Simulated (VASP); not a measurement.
# TiSi3Ni3Sn in VASP: a series of runs, part 3 of 3

VASP 6.6.1. The steps go on from the part before.

## 7. Single point, PBE

This run uses another cell than the first one, of 14.25 Å³/atom.

The input, INCAR:

```
SYSTEM = TiSi3Ni3Sn
PREC = Accurate
ENCUT = 520
EDIFF = 1E-6
ISMEAR = 0
SIGMA = 0.1
LREAL = Auto
LASPH = .TRUE.
NELM = 60
ALGO = Normal
ISIF = 2
LWAVE = .FALSE.
LCHARG = .FALSE.
GGA = PE
NBANDS = 82
ISYM = 0
```

The input, KPOINTS:

```
Automatic mesh
0
Gamma
  2 2 2
  0.5 0.5 0.5
```

The input, POSCAR:

```
TiSi3Ni3Sn
1.0
    5.8136508977     -0.7413782501      0.1189179174
   -0.7412887014      6.4281808128     -0.5825310695
    0.1182482606     -0.5967990832      6.2460008557
Si Ni Sn Ti
6 6 2 2
Direct
    0.4979291685      0.9059839285      0.4134019034
    0.2320267251      0.8427424710      0.7356010573
    0.7266108593      0.2667232942      0.9703032997
    0.8943559632      0.1569530797      0.6013901624
    0.2048231359      0.2371520021      0.2953929772
   -0.0405368146      0.7967209236      0.0642981895
   -0.0164885215      0.5090677730      0.7726242153
    0.3852228788     -0.0088032790      0.0782934572
    0.3518490566      0.5720520641      0.4780983248
    0.8009897620      0.0996727488      0.2374380132
    0.0879277476      0.9041548381      0.4187854211
    0.0839605567      0.1520651005      0.9197450382
    0.7874837226      0.5217890763      0.3988869477
    0.3633035184      0.5611087479      0.0376040705
    0.6872194447      0.8296444351      0.7770210017
    0.4449354215      0.2550354883      0.6694131481
```

Potentials or basis: VASP PAW PBE potentials, release 64 (Si, Ni, Sn_d, Ti_sv).

On the command line:

```bash
$ cat potpaw_PBE.64/Si/POTCAR potpaw_PBE.64/Ni/POTCAR potpaw_PBE.64/Sn_d/POTCAR potpaw_PBE.64/Ti_sv/POTCAR > POTCAR
$ mpirun -np 1 vasp_std > vasp.out
```

OUTCAR:

```text
SYSTEM = TiSi3Ni3Sn
   PREC = Accurate
   ENCUT = 520
   EDIFF = 1E-6
   ISMEAR = 0
   LREAL = Auto
   LASPH = .TRUE.
   NELM = 60
   ISIF = 2
   GGA = PE
   ISYM = 0

 ion  position               nearest neighbor table
   1  0.498  0.906  0.413-   9 2.24  10 2.28  11 2.40   8 2.43   2 2.52  16 2.60   4 2.68  15 2.76
                            14 2.93  13 3.32
   2  0.232  0.843  0.736-   8 2.32  11 2.34   7 2.35   9 2.37  12 2.45   1 2.52   6 2.56  15 2.72
                            16 2.77  14 3.11  13 3.45
   3  0.727  0.267  0.970-  10 2.27  12 2.37   7 2.38   8 2.50   4 2.52  16 2.55  15 2.83  13 2.88
                            14 3.15
   4  0.894  0.157  0.601-   7 2.29  11 2.32  10 2.32  12 2.34   3 2.52  15 2.59   5 2.61   1 2.68
                            16 2.85  13 3.09
   5  0.205  0.237  0.295-   9 2.25   8 2.32  10 2.34  11 2.37  12 2.42   4 2.61  16 2.77  14 2.84
                             6 3.01  13 3.38
   6  0.959  0.797  0.064-  11 2.31   7 2.39  10 2.43   8 2.51  15 2.54   2 2.56  12 2.57  13 2.99
                             5 3.01  14 3.10
   7  0.984  0.509  0.773-   4 2.29   2 2.35   3 2.38   6 2.39  13 2.69  14 2.76   9 2.77  12 2.84

   8  0.385  0.991  0.078-   2 2.32   5 2.32   1 2.43   3 2.50   6 2.51  10 2.57  12 2.58  14 2.73
                            11 2.74  15 2.76
   9  0.352  0.572  0.478-   1 2.24   5 2.25   2 2.37  13 2.66  16 2.74  14 2.75   7 2.77  15 2.80
                            11 3.02  13 3.30
  10  0.801  0.100  0.237-   3 2.27   1 2.28   4 2.32   5 2.34   6 2.43  12 2.55   8 2.57  11 2.74
                            13 2.76
  11  0.088  0.904  0.419-   6 2.31   4 2.32   2 2.34   5 2.37   1 2.40  13 2.66  10 2.74   8 2.74
                            16 2.96   9 3.02
  12  0.084  0.152  0.920-   4 2.34   3 2.37   5 2.42   2 2.45  10 2.55   6 2.57   8 2.58  16 2.60
                            14 2.76  15 2.79   7 2.84
  13  0.787  0.522  0.399-   9 2.66  11 2.66   7 2.69  10 2.76   3 2.88  15 2.94   6 2.99  16 3.00
                             4 3.09   9 3.30   1 3.32   5 3.38   2 3.45  14 3.53
  14  0.363  0.561  0.038-   8 2.73   9 2.75  12 2.76   7 2.76   5 2.84  16 2.86  15 2.91   1 2.93
                             6 3.10   2 3.11   3 3.15  13 3.53
  15  0.687  0.830  0.777-   6 2.54   4 2.59   2 2.72   8 2.76   1 2.76  12 2.79   9 2.80   3 2.83
                            14 2.91  13 2.94
  16  0.445  0.255  0.669-   3 2.55   1 2.60  12 2.60   9 2.74   2 2.77   5 2.77   4 2.85  14 2.86
                            11 2.96  13 3.00

IMPORTANT INFORMATION: All symmetrisations will be switched off!
NOSYMM: (Re-)initialisation of all symmetry stuff for point group C_1.

----------------------------------------------------------------------------------------

                                     Primitive cell

  volume of cell :     227.9800

  direct lattice vectors                    reciprocal lattice vectors
     5.813650898 -0.741378250  0.118917917     0.174588831  0.020007043 -0.001393634
    -0.741288701  6.428180813 -0.582531069     0.020000343  0.159215721  0.014834258
     0.118248261 -0.596799083  6.246000856    -0.001458680  0.014468283  0.161512489

  length of vectors
     5.861938241  6.496950050  6.275562006     0.175736974  0.161151217  0.162165789

  position of ions in fractional coordinates (direct lattice)
     0.497929169  0.905983928  0.413401903
     0.232026725  0.842742471  0.735601057
     0.726610859  0.266723294  0.970303300
     0.894355963  0.156953080  0.601390162
     0.204823136  0.237152002  0.295392977
     0.959463185  0.796720924  0.064298190
[... 8 lines left out ...]
     0.687219445  0.829644435  0.777021002
     0.444935421  0.255035488  0.669413148

  ion indices of the primitive-cell ions
   primitive index   ion index
                 1           1
                 2           2
                 3           3
                 4           4
                 5           5
                 6           6
[... 49 lines left out ...]
   NGX,Y,Z   is equivalent  to a cutoff of  13.61, 12.28, 12.72 a.u.
   NGXF,Y,Z  is equivalent  to a cutoff of  27.23, 24.56, 25.43 a.u.
 SYSTEM =  TiSi3Ni3Sn
   PREC   = accura    normal or accurate (medium, high low for compatibility)
   ISTART =      0    job   : 0-new  1-cont  2-samecut
   ICHARG =      2    charge: 1-file 2-atom 10-const
   ISPIN  =      1    spin polarized calculation?
   LNONCOLLINEAR =      F non collinear calculations
   LSORBIT =      F    spin-orbit coupling
   LASPH  =      T    aspherical Exc in radial PAW
   ENCUT  =  520.0 eV  38.22 Ry    6.18 a.u.  10.90 12.08 11.67*2*pi/ulx,y,z
   NELM   =     60;   NELMIN=  2; NELMDL= -5     # of ELM steps
   EDIFF  = 0.1E-05   stopping-criterion for ELM
   LREAL  =      T    real-space projection
   EDIFFG = 0.1E-04   stopping-criterion for IOM
   NSW    =      0    number of steps for IOM
   IBRION =     -1    ionic relax: 0-MD 1-quasi-New 2-CG
   NFREE  =      0    steps in history (QN), initial steepest desc. (CG)
   ISIF   =      2    stress and relaxation
   ISYM   =      0    0-nonsym 1-usesym 2-fastsym
   POTIM  = 0.5000    time-step for ionic-motion
   TEBEG  =    0.0;   TEEND  =   0.0 temperature during run
   PSTRESS=    0.0 pullay stress
   NELECT =     136.0000    total number of electrons
   NUPDOWN=      -1.0000    fix difference up-down
   EMIN   =  10.00;   EMAX   =-10.00  energy-range for DOS
   EFERMI =   0.00;   METHOD = LEGACY
   ISMEAR =     0;   SIGMA  =   0.10  broadening in eV -4-tet -1-fermi 0-gaus
   EFERMI_NEDOS =   21; number of points for ismear=-14 and -15
   IALGO  =     38    algorithm
   IMIX   =      4    mixing-type and parameters
     AMIX     =   0.40;   BMIX     =  1.00
     AMIX_MAG =   1.60;   BMIX_MAG =  1.00
  volume/ion in A,a.u.               =      14.25        96.16
  Fermi-wavevector in a.u.,A,eV,Ry     =   1.378126  2.604280 25.840602  1.899231
  Thomas-Fermi vector in A             =   2.503216
   LORBIT       =      0    0 simple, 1 ext, 2 COOP (PROOUT), +10 PAW based schemes
   GGA     = PE    functional components
   LHFCALC =     F    Hartree Fock is set to
   AEXX    =    0.0000 exact exchange contribution
   IVDW    =     0    specifies the selected vdW correction
   LEPSILON=     F    determine dielectric tensor
   LRPA    =     F    only Hartree local field effects (RPA)
 non-spin polarized calculation
 Gauss-broadening in eV      SIGMA  =   0.10
  energy-cutoff  :      520.00
  volume of cell :      227.98
 maximum number of plane-waves:      6148
 NGX is ok and might be reduce to    48
   NGX = 21   NGY = 25   NGZ = 23

 number of electron     136.0000000 magnetization

 Free energy of the ion-electron system (eV)
  ---------------------------------------------------
  ext. energy  EPLUGINS =         0.00000000
  ---------------------------------------------------
  free energy    TOTEN  =       -94.33548696 eV

  energy without entropy =      -94.30133887  energy(sigma->0) =      -94.31841292

 E-fermi :   9.9671     XC(G=0): -11.8454

 val. band max:        9.9609977746   @ k =  -0.2500   0.2500   0.2500
 cond. band min:       9.9893263363   @ k =   0.2500  -0.2500   0.2500
 fundamental gap:      0.0283285617
 Fermi energy:         9.9671068315

 k-point     1 :       0.2500    0.2500    0.2500
  band No.  band energies     occupation
      1     -47.1841      2.00000
      2     -47.0855      2.00000
      3     -23.5873      2.00000
      4     -23.4550      2.00000
      5     -23.4318      2.00000
      6     -23.3901      2.00000
[... 321 lines left out ...]
     79      12.3478      0.00000
     80      12.4727      0.00000
 [bands above 80 left out]

------------------------ aborting loop because EDIFF is reached ----------------------------------------

  FORCE on cell =-STRESS in cart. coord.  units (eV):
  Direction    XX          YY          ZZ          XY          YZ          ZX
  --------------------------------------------------------------------------------------
  -------------------------------------------------------------------------------------
  Total        0.0785918      0.1299260      0.1137408      0.0478491     -0.0076085     -0.0079900
  in kB        0.5523200      0.9130823      0.7993374      0.3362697     -0.0534705     -0.0561516
  external PRESSURE =       0.7549133 kB  Pullay stress =       0.0000000 kB

 VOLUME and BASIS-vectors are now :
 -----------------------------------------------------------------------------
  energy-cutoff  :      520.00
  volume of cell :      227.98
      direct lattice vectors                 reciprocal lattice vectors
     5.813650898 -0.741378250  0.118917917     0.174588831  0.020007043 -0.001393634
    -0.741288701  6.428180813 -0.582531069     0.020000343  0.159215721  0.014834258
     0.118248261 -0.596799083  6.246000856    -0.001458680  0.014468283  0.161512489

 POSITION                                       TOTAL-FORCE (eV/Angst)
 -----------------------------------------------------------------------------------
      2.27207      5.20796      2.11356         0.008788      0.011534     -0.015930
      0.81119      4.80628      4.13123        -0.023409     -0.016615      0.006559
      4.14128      0.59678      5.99155        -0.001286      0.004271      0.014543
      5.15424     -0.01304      3.77121        -0.010017      0.000253     -0.009095
      1.04990      1.19631      1.73123        -0.001073      0.003064      0.012683
      4.99499      4.37177      0.05159         0.006072      0.001251     -0.016837
[... 8 lines left out ...]
      3.47213      4.35989      4.45170         0.000931      0.017408     -0.024377
      2.47680      0.91004      4.08550         0.018438     -0.021800     -0.021452
 -----------------------------------------------------------------------------------
    total drift:                                0.000773      0.022597     -0.006918

  FREE ENERGIE OF THE ION-ELECTRON SYSTEM (eV)
  ---------------------------------------------------
  free  energy   TOTEN  =       -94.3354869618 eV

  energy  without entropy=      -94.3013388704  energy(sigma->0) =      -94.31841292
```

Run time: 4.9 min. Hardware: 1 thread of Oxide Virtual Turin-like, shared host; peak memory 0.31 GiB.

What came out:

| Quantity | Value |
| --- | --- |
| Free energy | -94.3355 eV |
| Pressure | 0.1 GPa |
| Largest force | 0.036 eV/Å |
| Band gap on the k mesh | 0.03 eV (least direct gap 0.16 eV) |

Forces on the atoms (eV/Å):
```
Si   0.009  0.012 -0.016
Si  -0.023 -0.017  0.007
Si  -0.001  0.004  0.015
Si  -0.010  0.000 -0.009
Si  -0.001  0.003  0.013
Si   0.006  0.001 -0.017
Ni   0.007 -0.004  0.002
Ni   0.003 -0.009  0.007
Ni  -0.008  0.015  0.007
Ni   0.008  0.016 -0.003
Ni  -0.008 -0.015  0.009
Ni   0.015  0.014  0.014
Sn  -0.005 -0.020  0.007
Sn  -0.011  0.004  0.011
Ti   0.001  0.017 -0.024
Ti   0.018 -0.022 -0.021
```

Caveat: the k points lie up to 0.55 Å⁻¹ apart; spin-orbit coupling is left out, which moves the levels of the heavy elements. Spin polarisation is off, so any magnetic state and its effect on volume and gap are missing.

## 8. Overview

```csv
cell,k mesh,cutoff (eV),smearing,mended,pressure (GPa),largest force (eV/Å)
"a = 6.248, b = 6.323, c = 6.435 Å, angles 90.7, 89.4, 91.2°, 16 atoms, atomic positions A","1 × 1 × 1, shifted",400,fermi-dirac 0.1982 eV,yes,-3.1,3.00
"a = 6.248, b = 6.323, c = 6.435 Å, angles 90.7, 89.4, 91.2°, 16 atoms, atomic positions B","1 × 1 × 1, shifted",400,fermi-dirac 0.1982 eV,yes,5.7,5.05
"a = 6.248, b = 6.323, c = 6.435 Å, angles 90.7, 89.4, 91.2°, 16 atoms, atomic positions C","1 × 1 × 1, shifted",400,fermi-dirac 0.143 eV,yes,3.7,4.56
"a = 6.248, b = 6.323, c = 6.435 Å, angles 90.7, 89.4, 91.2°, 16 atoms, atomic positions D","1 × 1 × 1, shifted",400,fermi-dirac 0.143 eV,yes,3.6,3.84
"a = 6.248, b = 6.323, c = 6.435 Å, angles 90.7, 89.4, 91.2°, 16 atoms, atomic positions E","1 × 1 × 1, shifted",400,fermi-dirac 0.143 eV,yes,-4.3,2.12
"a = 5.862, b = 6.497, c = 6.276 Å, angles 100.7, 87.1, 103.9°, 16 atoms, atomic positions F","2 × 2 × 2, shifted",520,gaussian 0.1 eV,-,0.1,0.04
```

Alike in all rows: task single point; level PBE; potentials or basis VASP PAW PBE potentials, release 64 (Si, Ni, Sn_d, Ti_sv); no spin polarisation.

Caveats: some runs use coarse meshes; spin-orbit coupling is left out, which moves the levels of the heavy elements; the atoms stand as in a frame of molecular dynamics (at least some runs).

Absolute energies hang on the potentials; compare differences alone.
